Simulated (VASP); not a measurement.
BN:

```
B N
1.0
     2.59225    0.00000    0.00000
    -1.29612    2.24495    0.00000
     0.00000    0.00000    4.22685
B N
2 2
Direct
  0.66667 0.33333 0.99972
  0.33333 0.66667 0.49972
  0.66667 0.33333 0.62528
  0.33333 0.66667 0.12528
```

This cell differs from its parent crystal: strain +0.0150 x Voigt [1, 1, 0, 0, 0, 0].

Base run:

| Quantity | Value |
| --- | --- |
| Program | VASP 6.6.1 |
| Functional | r2SCAN |
| Potentials or basis | VASP PAW PBE potentials, release 64 (B, N) |
| Cutoff | 520 eV |
| k mesh | 12 × 12 × 6 |
| Occupations | gaussian, width 0.05 eV |
| Spin | no spin polarisation |

Its results: band gap on the k mesh 5.81 eV, indirect (least direct gap 8.65 eV); pressure -14.2 GPa; largest force 0.021 eV/Å.

Problem. The run is repeated on the same cell with these changes: potentials or basis from VASP PAW PBE potentials, release 64 (B, N) to VASP PAW PBE potentials, release 64 (B_h, N_h); cutoff from 520 eV to 910 eV. What comes out?

Solution. Band gap on the k mesh 5.82 eV, indirect (least direct gap 8.66 eV); pressure -15.7 GPa; largest force 0.023 eV/Å.

Caveats: the PAW data sets were made with another functional, which shifts forces and pressure a little; the cutoff is under 1.25 times the usual one of these potentials, so pressure, stress and relaxed cells hold a basis-set (Pulay) error (some runs).

A k mesh can miss the band edges.
